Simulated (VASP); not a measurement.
Runs of VASP 6.6.1 on KCl. Symmetry: F-43m, No. 216, cubic system. Conventional cell: a = 7.015 Å, b = 7.015 Å, c = 7.015 Å, α = 90.00°, β = 90.00°, γ = 90.00°. K (site symmetry -43m) has 4 Cl at 3.04 Å within 4.0 Å. Cl (site symmetry -43m) has 4 K at 3.04 Å within 4.0 Å. 

| level | k mesh | grid for exact exchange (PRECFOCK) | screening parameter | gap on the mesh (eV) | pressure (GPa) |
| --- | --- | --- | --- | --- | --- |
| PBE | 4 × 4 × 4 | - | - | 4.77 | 0.3 |
| r2SCAN | 4 × 4 × 4 | - | - | (b) | (a) |
| PBE | 6 × 6 × 6 | - | - | 4.77 | 0.3 |
| PBE0 | 4 × 4 × 4 | Normal | - | 6.78 | 0.1 |
| HSE06 | 4 × 4 × 4 | Normal | 0.2079 1/Å | 6.02 | 0.2 |

Alike in all rows: task single point; potentials or basis VASP PAW PBE potentials, release 64 (K_sv, Cl); no spin polarisation; cell as given; cutoff (eV) 520; smearing gaussian 0.01 eV.

Question: Fill in the values left out.

Answer: (a) 0.0; (b) 5.35.

Caveats: the PAW data sets were made with another functional, which shifts forces and pressure a little (some runs).

A k mesh can miss the band edges.
